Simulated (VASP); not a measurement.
# TaN (P6_3/mmc) in VASP: notebook, part 2 of 2

VASP 6.6.1. The steps go on from the part before.

### 4 Single point, PBE

INCAR

```
SYSTEM = TaN
  PREC = Accurate
  ENCUT = 520
  EDIFF = 1E-7
  ISMEAR = 0
  SIGMA = 0.017
  LREAL = .False.
  LASPH = .True.
  NELM = 80
  ALGO = Normal
  ISIF = 2
  LWAVE = .False.
  LCHARG = .True.
  GGA = PE
  LELF = .True.
  LVHAR = .True.
  NBANDS = 24
```

KPOINTS

```
Automatic mesh
0
Gamma
  10 10 5
  0 0 0
```

POSCAR

```
TaN
1.0
    2.9217699809      0.0000000000      0.0000000000
   -1.4608849905      2.5303270275      0.0000000000
    0.0000000000      0.0000000000      5.9165150000
Ta N
2 2
Direct
    0.0000000000      0.0000000000      0.5000000000
    0.0000000000      0.0000000000      0.0000000000
    0.3333333333      0.6666666667      0.2500000000
    0.6666666667      0.3333333333      0.7500000000
```

Run with:

```console
> cat potpaw_PBE.64/Ta_pv/POTCAR potpaw_PBE.64/N/POTCAR > POTCAR
> mpirun -np 1 vasp_std > vasp.out
```

Run time: 38 s. Hardware: 1 thread of Intel Xeon Platinum 8259CL at 2.50GHz (Skylake/Cascade Lake), shared host; peak memory 0.19 GiB.

Results (log left out):

| Quantity | Value |
| --- | --- |
| Free energy | -44.0235 eV |
| Pressure | -0.4 GPa |
| Band gap on the k mesh | zero (band 16 reaches 8.71 eV, above the bottom of band 17 at 7.89 eV) |

Stress tensor (GPa, compression positive):
```
-0.46  0.00  0.00
 0.00 -0.46  0.00
 0.00  0.00 -0.23
```

Levels at points of the mesh, in eV from the Fermi level:
| k point | band 13 | band 14 | band 15 | band 16 | band 17 | band 18 | band 19 | band 20 |
| --- | --- | --- | --- | --- | --- | --- | --- | --- |
| (0.00, 0.00, 0.00) | -3.47 | -1.96 | -1.96 | -0.20 | -0.20 | 0.58 | 0.58 | 2.36 |
| (0.50, 0.00, 0.00) | -4.12 | -3.67 | -2.78 | -2.09 | 2.86 | 3.95 | 4.82 | 5.14 |

Caveat: spin-orbit coupling is left out, which moves the levels of the heavy elements.

### 5 Single point, PBE

INCAR

```
PREC = Accurate
ENCUT = 520
EDIFF = 1E-7
ISMEAR = 0
SIGMA = 0.022
LREAL = False
LASPH = True
NELM = 60
ALGO = Normal
ISIF = 2
LWAVE = False
LCHARG = False
GGA = PE
NBANDS = 24
```

KPOINTS

```
Automatic mesh
0
Gamma
  10 10 5
```

POSCAR is that of step 4.

Run with:

```console
> cat potpaw_PBE.64/Ta_pv/POTCAR potpaw_PBE.64/N/POTCAR > POTCAR
> mpirun -np 1 vasp_std > vasp.out
```

Run time: 36 s. Hardware: 1 thread of Intel Xeon Platinum 8259CL at 2.50GHz (Skylake/Cascade Lake), shared host; peak memory 0.19 GiB.

Results (log left out):

* Free energy: -44.0236 eV
* Pressure: -0.4 GPa
* Band gap on the k mesh: zero (band 16 reaches 8.71 eV, above the bottom of band 17 at 7.89 eV)

Stress tensor (GPa, compression positive):
```
-0.46  0.00  0.00
 0.00 -0.46  0.00
 0.00  0.00 -0.23
```

Levels at points of the mesh, in eV from the Fermi level:
| k point | band 14 | band 15 | band 16 | band 17 | band 18 | band 19 |
| --- | --- | --- | --- | --- | --- | --- |
| (0.00, 0.00, 0.00) | -1.97 | -1.97 | -0.20 | -0.20 | 0.58 | 0.58 |
| (0.50, 0.00, 0.00) | -3.67 | -2.78 | -2.09 | 2.85 | 3.95 | 4.82 |

Caveat: spin-orbit coupling is left out, which moves the levels of the heavy elements.

### 6 Single point, PBE

INCAR

```
PREC     = Accurate       # precision mode
ENCUT    = 520            # plane-wave cutoff, eV
EDIFF    = 1E-6           # SCF threshold, eV
ISMEAR   = 0              # smearing method
SIGMA    = 0.023          # smearing width, eV
LREAL    = False          # projectors in reciprocal space
LASPH    = True           # aspherical terms in the spheres
NELM     = 100            # most SCF steps
ALGO     = Normal         # electronic algorithm
ISIF     = 2              # what is computed and relaxed
LWAVE    = False          # write WAVECAR
LCHARG   = False          # write CHGCAR
GGA      = PE             # functional
NBANDS   = 24             # bands
```

KPOINTS is that of step 5.

POSCAR is that of step 5.

Potentials or basis: VASP PAW PBE potentials, release 64 (Ta_pv, N).

Run with:

```console
> cat potpaw_PBE.64/Ta_pv/POTCAR potpaw_PBE.64/N/POTCAR > POTCAR
> mpirun -np 1 vasp_std > vasp.out
```

OUTCAR:

```text
PREC = Accurate
   ENCUT = 520
   EDIFF = 1E-6
   ISMEAR = 0
   LREAL = False
   LASPH = True
   NELM = 100
   ISIF = 2
   GGA = PE

 ion  position               nearest neighbor table
   1  0.000  0.000  0.500-   3 2.24   4 2.24   4 2.24   3 2.24   4 2.24   3 2.24   2 2.96   2 2.96

   2  0.000  0.000  0.000-   3 2.24   4 2.24   4 2.24   3 2.24   4 2.24   3 2.24   1 2.96   1 2.96

   3  0.333  0.667  0.250-   1 2.24   2 2.24   1 2.24   2 2.24   1 2.24   2 2.24
   4  0.667  0.333  0.750-   1 2.24   2 2.24   1 2.24   2 2.24   1 2.24   2 2.24

[... 851 lines left out ...]
  Direction    XX          YY          ZZ          XY          YZ          ZX
  --------------------------------------------------------------------------------------
  -------------------------------------------------------------------------------------
  Total       -0.1264749     -0.1264749     -0.0621762      0.0000000     -0.0000000      0.0000000
  in kB       -4.6326141     -4.6326141     -2.2774364      0.0000000     -0.0000000      0.0000000
  external PRESSURE =      -3.8475549 kB  Pullay stress =       0.0000000 kB

 VOLUME and BASIS-vectors are now :
 -----------------------------------------------------------------------------
  energy-cutoff  :      520.00
  volume of cell :       43.74
      direct lattice vectors                 reciprocal lattice vectors
     2.921769981  0.000000000  0.000000000     0.342258291  0.197602916  0.000000000
    -1.460884991  2.530327027  0.000000000     0.000000000  0.395205833  0.000000000
     0.000000000  0.000000000  5.916515000     0.000000000  0.000000000  0.169018417

 POSITION                                       TOTAL-FORCE (eV/Angst)
 -----------------------------------------------------------------------------------
      0.00000      0.00000      2.95826        -0.000000      0.000000     -0.000000
      0.00000      0.00000      0.00000        -0.000000      0.000000     -0.000000
     -0.00000      1.68688      1.47913        -0.000000      0.000000      0.000000
      1.46088      0.84344      4.43739         0.000000     -0.000000     -0.000000
 -----------------------------------------------------------------------------------
    total drift:                               -0.000000      0.000000      0.000000

  FREE ENERGIE OF THE ION-ELECTRON SYSTEM (eV)
  ---------------------------------------------------
  free  energy   TOTEN  =       -44.0235918481 eV

  energy  without entropy=      -44.0232607165  energy(sigma->0) =      -44.02342628
```

It took 33 s on 1 thread of Intel Xeon Platinum 8259CL at 2.50GHz (Skylake/Cascade Lake), shared host; peak memory 0.19 GiB.

Results:

```
Free energy            : -44.0236 eV
Pressure               : -0.4 GPa
Band gap on the k mesh : zero (band 16 reaches 8.71 eV, above the bottom of band 17 at 7.89 eV)
```

Caveat: spin-orbit coupling is left out, which moves the levels of the heavy elements.

### 7 Summary

| k mesh | smearing | gap on the mesh (eV) | pressure (GPa) |
| --- | --- | --- | --- |
| 6 × 6 × 3 | fermi-dirac 0.05 eV | none | -0.8 |
| 10 × 10 × 5 | gaussian 0.011 eV | none | -0.4 |
| 10 × 10 × 5 | gaussian 0.017 eV | none | -0.4 |
| 10 × 10 × 5 | gaussian 0.022 eV | none | -0.4 |
| 10 × 10 × 5 | gaussian 0.023 eV | none | -0.4 |

Alike in all rows: task single point; level PBE; potentials or basis VASP PAW PBE potentials, release 64 (Ta_pv, N); no spin polarisation; cell as given; cutoff (eV) 520.

Caveats: some runs use coarse meshes; spin-orbit coupling is left out, which moves the levels of the heavy elements.

Total energies depend on the potentials used, so only differences within one code and one set of settings carry meaning.
